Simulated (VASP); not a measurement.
# KZnF3 (Pm-3m) in VASP: notebook, part 2 of 2

VASP 6.6.1. The steps go on from the part before.

### 4 Electric field gradients, r2SCAN

Input file POSCAR:

```
KZnF3
1.0
    4.0500000000      0.0000000000      0.0000000000
    0.0000000000      4.0500000000      0.0000000000
    0.0000000000      0.0000000000      4.0500000000
K Zn F
1 1 3
Direct
    0.0000000000      0.0000000000      0.0000000000
    0.5000000000      0.5000000000      0.5000000000
    0.5000000000      0.5000000000      0.0000000000
    0.0000000000      0.5000000000      0.5000000000
    0.5000000000      0.0000000000      0.5000000000
```

Input file INCAR.step1:

```
SYSTEM = KZnF3
ALGO     = Normal         ! electronic algorithm
EDIFF    = 1E-4           ! SCF threshold, eV
ENCUT    = 520            ! plane-wave cutoff, eV
GGA      = PE             ! functional
ISMEAR   = -1             ! smearing method
LASPH    = .True.         ! aspherical terms in the spheres
LCHARG   = .False.        ! write CHGCAR
LREAL    = .False.        ! projectors in reciprocal space
LWAVE    = .True.         ! write WAVECAR
NBANDS   = 29             ! bands
NELM     = 80             ! most SCF steps
PREC     = Accurate       ! precision mode
SIGMA    = 0.02           ! smearing width, eV
```

Input file INCAR.step2:

```
SYSTEM = KZnF3
ALGO     = Normal         ! electronic algorithm
EDIFF    = 1E-8           ! SCF threshold, eV
ENCUT    = 520            ! plane-wave cutoff, eV
ISIF     = 2              ! what is computed and relaxed
ISMEAR   = -1             ! smearing method
ISTART   = 1            
LASPH    = .True.         ! aspherical terms in the spheres
LCHARG   = .False.        ! write CHGCAR
LEFG     = .True.       
LMIXTAU  = .True.       
LREAL    = .False.        ! projectors in reciprocal space
LWAVE    = .False.        ! write WAVECAR
METAGGA  = R2SCAN         ! meta-GGA
NBANDS   = 29             ! bands
NELM     = 80             ! most SCF steps
PREC     = Accurate       ! precision mode
SIGMA    = 0.02           ! smearing width, eV
```

Input file KPOINTS:

```
k-points
0
Gamma
  6 6 6
  0 0 0
```

Potentials or basis: VASP PAW PBE potentials, release 64 (K_sv, Zn, F).

Run with:

```
> cat potpaw_PBE.64/K_sv/POTCAR potpaw_PBE.64/Zn/POTCAR potpaw_PBE.64/F/POTCAR > POTCAR
> cp INCAR.step1 INCAR
> mpirun -np 1 vasp_std > vasp.out
> cp INCAR.step2 INCAR
> mpirun -np 1 vasp_std > vasp.out
```

OUTCAR:

```text
SYSTEM = KZnF3
   EDIFF = 1E-8
   ENCUT = 520
   ISIF = 2
   ISMEAR = -1
   ISTART = 1
   LASPH = .True.
   LREAL = .False.
   METAGGA = R2SCAN
   NELM = 80
   PREC = Accurate

 ion  position               nearest neighbor table
   1  0.000  0.000  0.000-
   2  0.500  0.500  0.500-   3 2.02   4 2.02   5 2.02   3 2.02   5 2.02   4 2.02
   3  0.500  0.500  0.000-   2 2.02   2 2.02
   4  0.000  0.500  0.500-   2 2.02   2 2.02
   5  0.500  0.000  0.500-   2 2.02   2 2.02

  LATTYP: Found a simple cubic cell.
 ALAT       =     4.0500000000

  Lattice vectors:

 A1 = (   4.0500000000,   0.0000000000,   0.0000000000)
 A2 = (   0.0000000000,   4.0500000000,   0.0000000000)
 A3 = (   0.0000000000,   0.0000000000,   4.0500000000)

Analysis of symmetry for initial positions (statically):
=====================================================================
 Subroutine PRICEL returns:
 Original cell was already a primitive cell.

 Routine SETGRP: Setting up the symmetry group for a
[... 838 lines left out ...]
      2.02500      2.02500      0.00000         0.000000      0.000000      0.000000
      0.00000      2.02500      2.02500         0.000000      0.000000      0.000000
      2.02500      0.00000      2.02500         0.000000      0.000000      0.000000
 -----------------------------------------------------------------------------------
    total drift:                                0.000000      0.000000     -0.000000

  FREE ENERGIE OF THE ION-ELECTRON SYSTEM (eV)
  ---------------------------------------------------
  free  energy   TOTEN  =       -38.3562269442 eV

  energy  without entropy=      -38.3562269442  energy(sigma->0) =      -38.35622694

 Electric field gradients (V/A^2)
---------------------------------------------------------------------
 ion       V_xx      V_yy      V_zz      V_xy      V_xz      V_yz
---------------------------------------------------------------------
   1      -0.000    -0.000    -0.000    -0.000    -0.000    -0.000
   2      -0.000    -0.000     0.000    -0.000    -0.000    -0.000
   3     -46.695   -46.695    93.389    -0.000    -0.000    -0.000
   4      93.389   -46.695   -46.695     0.000    -0.000     0.000
   5     -46.695    93.389   -46.695     0.000     0.000     0.000
---------------------------------------------------------------------

 Electric field gradients after diagonalization (V/A^2)
 (convention: |V_zz| > |V_xx| > |V_yy|)
----------------------------------------------------------------------
 ion       V_xx      V_yy      V_zz     asymmetry (V_yy - V_xx)/ V_zz
----------------------------------------------------------------------
   1      -0.000    -0.000    -0.000      -0.545
   2      -0.000    -0.000     0.000       0.035
   3     -46.695   -46.695    93.389       0.000
   4     -46.695   -46.695    93.389       0.000
   5     -46.695   -46.695    93.389       0.000
----------------------------------------------------------------------

           NMR quadrupolar parameters

 Cq : quadrupolar parameter    Cq=e*Q*V_zz/h
 eta: asymmetry parameters     (V_yy - V_xx)/ V_zz
 Q  : nuclear electric quadrupole moment in mb (millibarn)
----------------------------------------------------------------------
 ion       Cq(MHz)       eta       Q (mb)
----------------------------------------------------------------------
   1      -0.000      -0.545       1.000
   2       0.000       0.035       1.000
   3       0.226       0.000       1.000
   4       0.226       0.000       1.000
   5       0.226       0.000       1.000
----------------------------------------------------------------------
```

Wall time 4.1 min (1 thread of Oxide Virtual Turin-like, shared host); peak memory 0.16 GiB.

What came out:

```
Free energy                             : -38.3562 eV
Pressure                                : 0.0 GPa
Band gap on the k mesh                  : 4.58 eV (least direct gap 6.56 eV)
Largest electric field gradient by atom : K -0.0; Zn -0.0; F +93.4 V/Å²
```

Electric field gradients, principal values (V/Å²):
```csv
atom,least,middle,greatest (by size)
1 K,0.000,0.000,0.000
2 Zn,0.000,0.000,0.000
3 F,-46.695,-46.695,93.389
4 F,-46.695,-46.695,93.389
5 F,-46.695,-46.695,93.389
```

Caveat: without QUAD_EFG the Cq values of the log hold for a quadrupole moment of 1 mb, not for the nuclei; the PAW data sets were made with another functional, which shifts forces and pressure a little.

### 5 Summary

| level | potentials or basis | gap on the mesh (eV) | pressure (GPa) |
| --- | --- | --- | --- |
| PBE | VASP PAW PBE potentials, release 64 (K_sv, Zn, F) | 3.79 | 4.9 |
| LDA | VASP PAW LDA potentials, release 64 (K_sv, Zn, F) | 3.59 | -4.4 |
| r2SCAN | VASP PAW PBE potentials, release 64 (K_sv, Zn, F) | 4.58 | 0.0 |

Alike in all rows: task electric field gradients; no spin polarisation; cell as given; k mesh 6 × 6 × 6; cutoff (eV) 520; smearing fermi-dirac 0.02 eV.

Caveats: the cell stands under pressure (at least some runs); the cell stands under tension (at least some runs); the PAW data sets were made with another functional, which shifts forces and pressure a little (at least some runs).

Total energies depend on the potentials used, so only differences within one code and one set of settings carry meaning.
